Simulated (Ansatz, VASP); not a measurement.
## One calculation of AlRu, two programs

File POSCAR:

```
AlRu
1.0
    3.0028836096      0.1876802256      0.1876802256
    0.1876802256      3.0028836096      0.1876802256
    0.1876802256      0.1876802256      3.0028836096
Al Ru
1 1
Direct
    0.0000000000      0.0000000000      0.0000000000
    0.5000000000      0.5000000000      0.5000000000
```

Contents of INCAR.step1:

```
SYSTEM = AlRu
PREC = Accurate
ENCUT = 520
ISMEAR = 0
SIGMA = 0.15
LREAL = .FALSE.
LASPH = .TRUE.
NELM = 80
NBANDS = 16
GGA = PE
ALGO = Normal
EDIFF = 1E-4
LWAVE = .TRUE.
LCHARG = .FALSE.
```

Contents of INCAR.step2:

```
SYSTEM = AlRu
PREC = Accurate
ENCUT = 520
EDIFF = 1E-6
ISMEAR = 0
SIGMA = 0.15
LREAL = .FALSE.
LASPH = .TRUE.
NELM = 80
ALGO = Normal
ISIF = 2
LWAVE = .FALSE.
LCHARG = .FALSE.
METAGGA = R2SCAN
LMIXTAU = .TRUE.
NBANDS = 16
ISTART = 1
```

KPOINTS

```
regular mesh
0
G
  22 22 22
  0 0 0
```

Input for Ansatz:

```yaml
crystal:
  lattice:
    - [3.0028836096, 0.1876802256, 0.1876802256]
    - [0.1876802256, 3.0028836096, 0.1876802256]
    - [0.1876802256, 0.1876802256, 3.0028836096]
  atoms:
    - { symbol: Al, position: [0.0, 0.0, 0.0] }
    - { symbol: Ru, position: [0.5, 0.5, 0.5] }
basis:
  ecutwfc: 500
kpoints:
  mp_grid: { grid: [22, 22, 22] }
hamiltonian:
  xc: r2scan
scf:
  occupations: { method: gaussian, width: 0.15 }
output:
  forces: true
  stress: true
  eigenvalues: true
```

Alike in both runs: task single point; functional r2SCAN; k mesh 22 × 22 × 22; occupations gaussian, width 0.15 eV; no spin polarisation.

|  | VASP | Ansatz |
| --- | --- | --- |
| version | VASP 6.6.1 | Ansatz 0.2.0 |
| potentials or method | VASP PAW PBE potentials, release 64 (Al, Ru_pv), cutoff 520 eV | scalar-relativistic, plane waves, PAW |
| valence electrons in the cell | 17 | 19 |

|  | VASP | Ansatz | Ansatz less VASP |
| --- | --- | --- | --- |
| gap on the k mesh at the Fermi level (eV) | none | none | - |
| pressure (GPa) | 3.4 | 3.3 | -0.14 |
| traceless stress, the component that is largest in VASP (GPa) | -10.07 | -10.05 | +0.021 |

VASP's potentials were made for PBE, not for r2SCAN. A gap of «none» marks a metal or a gap that the smearing closes. VASP's potentials hold 17 valence electrons a cell and Ansatz's 19, so a difference there can come from the potentials and not from the codes.
